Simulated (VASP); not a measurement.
TiC, 2 atoms in the cell. The structure is hexagonal, space group P-6m2 (No. 187). The conventional cell has a = 3.042 Å, b = 3.042 Å, c = 2.698 Å, α = 90.00°, β = 90.00°, γ = 120.00°. Ti (site symmetry -6m2) has 6 C at 2.21 Å and 2 Ti at 2.70 Å within 2.9 Å. C (site symmetry -6m2) has 6 Ti at 2.21 Å and 2 C at 2.70 Å within 2.9 Å. 

* Program: VASP 6.6.1
* Task: single point
* Functional: PBE
* Potentials or basis: VASP PAW PBE potentials, release 64 (Ti_sv, C)
* Cutoff: 520 eV
* k mesh: 6 × 6 × 6
* Occupations: fermi-dirac, width 0.05 eV
* Spin: no spin polarisation
* Dipole correction: no
* Further INCAR settings: ALGO = Normal; EDIFF = 1e-06; NBANDS = 15

Potentials or basis: VASP PAW PBE potentials, release 64 (Ti_sv, C).

Command:

```console
$ cat potpaw_PBE.64/Ti_sv/POTCAR potpaw_PBE.64/C/POTCAR > POTCAR
$ mpirun -np 1 vasp_std > vasp.out
```

Hardware: 1 thread of Intel(R) Xeon(R) 6975P-C (Granite Rapids) (shared host).

Task: How long does it take, and how much memory?

Result: Run time: 6.1 s on 1 thread of Intel(R) Xeon(R) 6975P-C (Granite Rapids), on a shared host, peak memory 0.14 GiB. Counts: scf iterations 14, k points 52.
